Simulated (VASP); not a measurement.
# MgO (rock salt) (Fm-3m) in VASP: a series of runs

Runs on MgO (rock salt). Level: r2SCAN. Tasks: single point.

Everything below comes from runs of VASP 6.6.1. Logs are shortened: lines on timing, memory, paths and dates and some standing lists are left out, and cuts for length are marked.

### Step 1. The cell of the first run

Symmetry: Fm-3m, No. 225, cubic system. Conventional cell: a = 3.908 Å, b = 3.908 Å, c = 3.908 Å, α = 90.00°, β = 90.00°, γ = 90.00°. Within 2.6 Å of Mg (site symmetry m-3m) lie 6 O at 1.95 Å. O (site symmetry m-3m) has 6 Mg at 1.95 Å within 2.6 Å.

### Step 2. Single point, r2SCAN (volume scaled by 0.8)

Input file POSCAR:

```
MgO
1.0
    0.0000000000      1.9541088990      1.9541088990
    1.9541088990      0.0000000000      1.9541088990
    1.9541088990      1.9541088990      0.0000000000
Mg O
1 1
Direct
    0.0000000000      0.0000000000      0.0000000000
    0.5000000000      0.5000000000      0.5000000000
```

Input file INCAR.step1:

```
ALGO = Normal ; EDIFF = 1E-5
ENCUT = 660 ; GGA = PE
GGA_COMPAT = F ; ISMEAR = 0
LASPH = T ; LCHARG = F
LREAL = F ; LWAVE = T
NBANDS = 11 ; NELM = 120
PREC = Accurate ; SIGMA = 0.01
```

Input file INCAR.step2:

```
ALGO = Normal ; EDIFF = 1E-6
ENCUT = 660 ; GGA_COMPAT = F
ISIF = 2 ; ISMEAR = 0
ISTART = 1 ; LASPH = T
LCHARG = F ; LMIXTAU = T
LREAL = F ; LWAVE = F
METAGGA = R2SCAN ; NBANDS = 11
NELM = 120 ; PREC = Accurate
SIGMA = 0.01
```

Input file KPOINTS:

```
k-points
0
Gamma
  10 10 10
```

Potentials or basis: VASP PAW PBE potentials, release 64 (Mg, O).

Command:

```sh
$ cat potpaw_PBE.64/Mg/POTCAR potpaw_PBE.64/O/POTCAR > POTCAR
$ cp INCAR.step1 INCAR
$ mpirun -np 1 vasp_std > vasp.out
$ cp INCAR.step2 INCAR
$ mpirun -np 1 vasp_std > vasp.out
```

OUTCAR:

```text
EDIFF = 1E-6
   ENCUT = 660
   ISIF = 2
   ISMEAR = 0
   ISTART = 1
   LASPH = T
   LREAL = F
   METAGGA = R2SCAN
   NELM = 120
   PREC = Accurate

 ion  position               nearest neighbor table
   1  0.000  0.000  0.000-   2 1.95   2 1.95   2 1.95   2 1.95   2 1.95   2 1.95
   2  0.500  0.500  0.500-   1 1.95   1 1.95   1 1.95   1 1.95   1 1.95   1 1.95

  LATTYP: Found a face centered cubic cell.
 ALAT       =     3.9082177980

  Lattice vectors:

 A1 = (   0.0000000000,   1.9541088990,   1.9541088990)
 A2 = (   1.9541088990,   0.0000000000,   1.9541088990)
 A3 = (   1.9541088990,   1.9541088990,   0.0000000000)

Analysis of symmetry for initial positions (statically):
=====================================================================
 Subroutine PRICEL returns:
 Original cell was already a primitive cell.

 Routine SETGRP: Setting up the symmetry group for a
 face centered cubic supercell.

 Subroutine GETGRP returns: Found 48 space group operations
 (whereof 48 operations were pure point group operations)
 out of a pool of 48 trial point group operations.

The static configuration has the point symmetry O_h .

Analysis of symmetry for dynamics (positions and initial velocities):
=====================================================================
 Subroutine PRICEL returns:
 Original cell was already a primitive cell.

 Routine SETGRP: Setting up the symmetry group for a
 face centered cubic supercell.

 Subroutine GETGRP returns: Found 48 space group operations
 (whereof 48 operations were pure point group operations)
 out of a pool of 48 trial point group operations.

The dynamic configuration has the point symmetry O_h .

 Subroutine INISYM returns: Found 48 space group operations
 (whereof 48 operations are pure point group operations),
 and found     1 'primitive' translations

----------------------------------------------------------------------------------------

                                     Primitive cell

  volume of cell :      14.9237

  direct lattice vectors                    reciprocal lattice vectors
     0.000000000  1.954108899  1.954108899    -0.255871103  0.255871103  0.255871103
     1.954108899  0.000000000  1.954108899     0.255871103 -0.255871103  0.255871103
     1.954108899  1.954108899  0.000000000     0.255871103  0.255871103 -0.255871103

  length of vectors
     2.763527307  2.763527307  2.763527307     0.443181751  0.443181751  0.443181751

  position of ions in fractional coordinates (direct lattice)
     0.000000000  0.000000000  0.000000000
     0.500000000  0.500000000  0.500000000

  ion indices of the primitive-cell ions
   primitive index   ion index
                 1           1
                 2           2

----------------------------------------------------------------------------------------

 KPOINTS: k-points

Automatic generation of k-mesh.
 Grid dimensions read from file:
 generate k-points for:   10   10   10

 Generating k-lattice:

  Cartesian coordinates                     Fractional coordinates (reciprocal lattice)
    -0.025587110  0.025587110  0.025587110     0.100000000  0.000000000  0.000000000
     0.025587110 -0.025587110  0.025587110     0.000000000  0.100000000  0.000000000
     0.025587110  0.025587110 -0.025587110     0.000000000  0.000000000  0.100000000

  Length of vectors
     0.044318175  0.044318175  0.044318175

  Shift w.r.t. Gamma in fractional coordinates (k-lattice)
     0.000000000  0.000000000  0.000000000

 Subroutine IBZKPT returns following result:
 ===========================================

 Found     47 irreducible k-points:

 Following reciprocal coordinates:
            Coordinates               Weight
  0.000000  0.000000  0.000000      1.000000
  0.100000  0.000000  0.000000      8.000000
  0.200000  0.000000  0.000000      8.000000
  0.300000  0.000000  0.000000      8.000000
  0.400000  0.000000  0.000000      8.000000
  0.500000  0.000000  0.000000      4.000000
[... 16 lines left out ...]
  0.300000  0.300000  0.000000      6.000000
  0.400000  0.300000  0.000000     24.000000
 [... further k-points ...]
   k-points           NKPTS =     47   k-points in BZ     NKDIM =     47   number of bands    NBANDS=     11
   number of dos      NEDOS =    301   number of ions     NIONS =      2
   total plane-waves  NPLWV =  13824
   dimension x,y,z NGX =    24 NGY =   24 NGZ =   24
   dimension x,y,z NGXF=    48 NGYF=   48 NGZF=   48
   ions per type =               1   1
   NGX,Y,Z   is equivalent  to a cutoff of  14.44, 14.44, 14.44 a.u.
   NGXF,Y,Z  is equivalent  to a cutoff of  28.88, 28.88, 28.88 a.u.
 SYSTEM =  unknown system
   PREC   = accura    normal or accurate (medium, high low for compatibility)
   ISTART =      1    job   : 0-new  1-cont  2-samecut
   ICHARG =      0    charge: 1-file 2-atom 10-const
   ISPIN  =      1    spin polarized calculation?
   LNONCOLLINEAR =      F non collinear calculations
   LSORBIT =      F    spin-orbit coupling
   LASPH  =      T    aspherical Exc in radial PAW
   ENCUT  =  660.0 eV  48.51 Ry    6.96 a.u.   5.79  5.79  5.79*2*pi/ulx,y,z
   NELM   =    120;   NELMIN=  2; NELMDL=  0     # of ELM steps
   EDIFF  = 0.1E-05   stopping-criterion for ELM
   LREAL  =      F    real-space projection
   EDIFFG = 0.1E-04   stopping-criterion for IOM
   NSW    =      0    number of steps for IOM
   IBRION =     -1    ionic relax: 0-MD 1-quasi-New 2-CG
   NFREE  =      0    steps in history (QN), initial steepest desc. (CG)
   ISIF   =      2    stress and relaxation
   ISYM   =      2    0-nonsym 1-usesym 2-fastsym
   POTIM  = 0.5000    time-step for ionic-motion
   TEBEG  =    0.0;   TEEND  =   0.0 temperature during run
   PSTRESS=    0.0 pullay stress
   NELECT =       8.0000    total number of electrons
   NUPDOWN=      -1.0000    fix difference up-down
   EMIN   =  10.00;   EMAX   =-10.00  energy-range for DOS
   EFERMI =   0.00;   METHOD = LEGACY
   ISMEAR =     0;   SIGMA  =   0.01  broadening in eV -4-tet -1-fermi 0-gaus
   EFERMI_NEDOS =   21; number of points for ismear=-14 and -15
   IALGO  =     38    algorithm
   IMIX   =      4    mixing-type and parameters
     AMIX     =   0.40;   BMIX     =  1.00
     AMIX_MAG =   1.60;   BMIX_MAG =  1.00
  volume/ion in A,a.u.               =       7.46        50.36
  Fermi-wavevector in a.u.,A,eV,Ry     =   1.329881  2.513110 24.063034  1.768583
  Thomas-Fermi vector in A             =   2.459010
   LORBIT       =      0    0 simple, 1 ext, 2 COOP (PROOUT), +10 PAW based schemes
   METAGGA = R2SCAN    functional components
   LHFCALC =     F    Hartree Fock is set to
   AEXX    =    0.0000 exact exchange contribution
   IVDW    =     0    specifies the selected vdW correction
   LEPSILON=     F    determine dielectric tensor
   LRPA    =     F    only Hartree local field effects (RPA)
 non-spin polarized calculation
 Gauss-broadening in eV      SIGMA  =   0.01
  energy-cutoff  :      660.00
  volume of cell :       14.92
 maximum number of plane-waves:       589
   NGX = 11   NGY = 11   NGZ = 11

 number of electron       8.0000001 magnetization

 Free energy of the ion-electron system (eV)
  ---------------------------------------------------
  ext. energy  EPLUGINS =         0.00000000
  ---------------------------------------------------
  free energy    TOTEN  =       -15.64607212 eV

  energy without entropy =      -15.64607212  energy(sigma->0) =      -15.64607212

 E-fermi :   4.7545     XC(G=0): -12.7991

 val. band max:        4.6486898967   @ k =   0.0000   0.0000   0.0000
 cond. band min:      12.8697730223   @ k =   0.0000   0.0000   0.0000
 fundamental gap:      8.2210831256
 Fermi energy:         4.7544938617

 k-point     1 :       0.0000    0.0000    0.0000
  band No.  band energies     occupation
      1     -14.8619      2.00000
      2       4.6487      2.00000
      3       4.6487      2.00000
      4       4.6487      2.00000
      5      12.8698      0.00000
      6      22.7864      0.00000
      7      22.7864      0.00000
      8      22.7864      0.00000
      9      27.6257      0.00000
     10      29.6589      0.00000
     11      29.6589      0.00000

 k-point     2 :       0.1000    0.0000    0.0000
  band No.  band energies     occupation
      1     -14.7114      2.00000
      2       3.9510      2.00000
      3       4.5461      2.00000
      4       4.5461      2.00000
      5      13.4705      0.00000
      6      21.4789      0.00000
      7      23.1283      0.00000
      8      23.1283      0.00000
      9      29.2186      0.00000
     10      29.2186      0.00000
     11      29.7116      0.00000

 k-point     3 :       0.2000    0.0000    0.0000
  band No.  band energies     occupation
      1     -14.2931      2.00000
      2       2.3866      2.00000
      3       4.2879      2.00000
      4       4.2879      2.00000
      5      14.6065      0.00000
      6      20.0752      0.00000
      7      23.9352      0.00000
      8      23.9352      0.00000
      9      28.6985      0.00000
     10      28.6985      0.00000
     11      32.2190      0.00000

 k-point     4 :       0.3000    0.0000    0.0000
  band No.  band energies     occupation
      1     -13.7164      2.00000
      2       0.7017      2.00000
      3       3.9864      2.00000
      4       3.9864      2.00000
      5      15.1846      0.00000
      6      20.0081      0.00000
      7      24.5361      0.00000
      8      24.5361      0.00000
      9      29.1878      0.00000
     10      29.1878      0.00000
     11      31.9328      0.00000

 k-point     5 :       0.4000    0.0000    0.0000
  band No.  band energies     occupation
      1     -13.1840      2.00000
      2      -0.5846      2.00000
      3       3.7550      2.00000
      4       3.7550      2.00000
      5      15.1273      0.00000
      6      20.8222      0.00000
      7      24.6133      0.00000
      8      24.6133      0.00000
      9      30.7360      0.00000
     10      30.7360      0.00000
     11      31.2160      0.00000
[... 211 lines left out ...]
 k-point    21 :      -0.3000    0.2000    0.0000
  band No.  band energies     occupation
      1     -13.0847      2.00000
      2       0.1533      2.00000
      3       2.3143      2.00000
      4       3.6813      2.00000
      5      16.9946      0.00000
      6      19.4339      0.00000
      7      22.9459      0.00000
      8      26.0763      0.00000
      9      28.3947      0.00000
     10      30.2626      0.00000
     11      35.6708      0.00000

 k-point    22 :      -0.2000    0.2000    0.0000
  band No.  band energies     occupation
      1     -13.5515      2.00000
      2       0.9490      2.00000
      3       2.9074      2.00000
      4       3.9576      2.00000
      5      16.5652      0.00000
      6      18.8678      0.00000
      7      23.7019      0.00000
      8      25.9990      0.00000
      9      26.6799      0.00000
     10      30.2958      0.00000
     11      35.4659      0.00000

 k-point    23 :       0.3000    0.3000    0.0000
  band No.  band energies     occupation
      1     -13.4459      2.00000
      2       0.8292      2.00000
      3       3.4391      2.00000
      4       3.4391      2.00000
      5      16.4524      0.00000
      6      17.2556      0.00000
      7      23.0431      0.00000
      8      26.7998      0.00000
      9      26.7998      0.00000
     10      32.8472      0.00000
     11      38.8449      0.00000

 k-point    24 :       0.4000    0.3000    0.0000
  band No.  band energies     occupation
      1     -13.0848      2.00000
      2       0.2534      2.00000
      3       2.9682      2.00000
      4       3.2451      2.00000
      5      16.1320      0.00000
      6      18.1675      0.00000
      7      22.1183      0.00000
      8      27.3618      0.00000
      9      27.6565      0.00000
     10      33.9273      0.00000
     11      38.2239      0.00000

 [... further k-points ...]
[... 5 lines left out ...]
  --------------------------------------------------------------------------------------
  -------------------------------------------------------------------------------------
  Total        5.2273786      5.2273786      5.2273786      0.0000000      0.0000000      0.0000000
  in kB      561.2007659    561.2007659    561.2007659      0.0000000      0.0000000      0.0000000
  external PRESSURE =     561.2007659 kB  Pullay stress =       0.0000000 kB

 VOLUME and BASIS-vectors are now :
 -----------------------------------------------------------------------------
  energy-cutoff  :      660.00
  volume of cell :       14.92
      direct lattice vectors                 reciprocal lattice vectors
     0.000000000  1.954108899  1.954108899    -0.255871103  0.255871103  0.255871103
     1.954108899  0.000000000  1.954108899     0.255871103 -0.255871103  0.255871103
     1.954108899  1.954108899  0.000000000     0.255871103  0.255871103 -0.255871103

 POSITION                                       TOTAL-FORCE (eV/Angst)
 -----------------------------------------------------------------------------------
      0.00000      0.00000      0.00000         0.000000      0.000000      0.000000
      1.95411      1.95411      1.95411        -0.000000     -0.000000     -0.000000
 -----------------------------------------------------------------------------------
    total drift:                               -0.000000     -0.000000      0.000000

  FREE ENERGIE OF THE ION-ELECTRON SYSTEM (eV)
  ---------------------------------------------------
  free  energy   TOTEN  =       -15.6460721231 eV

  energy  without entropy=      -15.6460721231  energy(sigma->0) =      -15.64607212
```

Wall time 21 s (1 thread of Intel Xeon Platinum 8488C (Sapphire Rapids), shared host); peak memory 0.15 GiB.

What came out:

| Item | Value |
| --- | --- |
| Free energy | -15.6461 eV |
| Pressure | 56.1 GPa |
| Band gap on the k mesh | 8.22 eV, direct |

Levels at points of the mesh, in eV from the valence-band top:
```tsv
k point	band 1	band 2	band 3	band 4	band 5	band 6	band 7	band 8
(0.00, 0.00, 0.00)	-19.51	0.00	0.00	0.00	8.22	18.14	18.14	18.14
(0.50, 0.00, 0.00)	-17.61	-5.72	-0.98	-0.98	10.40	16.62	19.93	19.93
(0.50, 0.50, 0.00)	-17.30	-5.11	-1.72	-1.72	10.24	13.84	17.01	24.25
```

Caveat: the PAW data sets were made with another functional, which shifts forces and pressure a little.

### Step 3. Single point, r2SCAN (volume scaled by 0.9)

Input file POSCAR:

```
MgO
1.0
    0.0000000000      2.0323551546      2.0323551546
    2.0323551546      0.0000000000      2.0323551546
    2.0323551546      2.0323551546      0.0000000000
Mg O
1 1
Direct
    0.0000000000      0.0000000000      0.0000000000
    0.5000000000      0.5000000000      0.5000000000
```

Input file INCAR.step1:

```
PREC = Accurate ; ENCUT = 660
ISMEAR = 0 ; SIGMA = 0.01
LREAL = F ; LASPH = T
NELM = 120 ; NBANDS = 11
GGA = PE ; ALGO = Normal
EDIFF = 1E-5 ; LWAVE = T
LCHARG = F ; GGA_COMPAT = F
```

Input file INCAR.step2:

```
PREC = Accurate ; ENCUT = 660
EDIFF = 1E-6 ; ISMEAR = 0
SIGMA = 0.01 ; LREAL = F
LASPH = T ; NELM = 120
ALGO = Normal ; ISIF = 2
LWAVE = F ; LCHARG = F
METAGGA = R2SCAN ; LMIXTAU = T
NBANDS = 11 ; ISTART = 1
GGA_COMPAT = F
```

Input file KPOINTS:

```
Automatic mesh
0
Gamma
  10 10 10
```

Potentials or basis: VASP PAW PBE potentials, release 64 (Mg, O).

Command:

```sh
$ cat potpaw_PBE.64/Mg/POTCAR potpaw_PBE.64/O/POTCAR > POTCAR
$ cp INCAR.step1 INCAR
$ mpirun -np 1 vasp_std > vasp.out
$ cp INCAR.step2 INCAR
$ mpirun -np 1 vasp_std > vasp.out
```

It took 24 s on 1 thread of Intel Xeon Platinum 8488C (Sapphire Rapids), shared host; peak memory 0.15 GiB.

Results (log left out):

```yaml
Free_energy: -16.0718 eV
Pressure: 19.3 GPa
Band_gap_on_the_k_mesh: 6.77 eV, direct
```

Levels at points of the mesh, in eV from the valence-band top:
| k point | band 1 | band 2 | band 3 | band 4 | band 5 | band 6 | band 7 | band 8 |
| --- | --- | --- | --- | --- | --- | --- | --- | --- |
| (0.00, 0.00, 0.00) | -18.78 | 0.00 | 0.00 | 0.00 | 6.77 | 17.47 | 17.47 | 17.47 |
| (0.50, 0.00, 0.00) | -17.25 | -5.11 | -0.80 | -0.80 | 9.54 | 15.11 | 18.59 | 18.59 |
| (0.50, 0.50, 0.00) | -16.96 | -4.56 | -1.53 | -1.53 | 10.16 | 12.32 | 15.54 | 22.14 |

Caveat: the PAW data sets were made with another functional, which shifts forces and pressure a little.
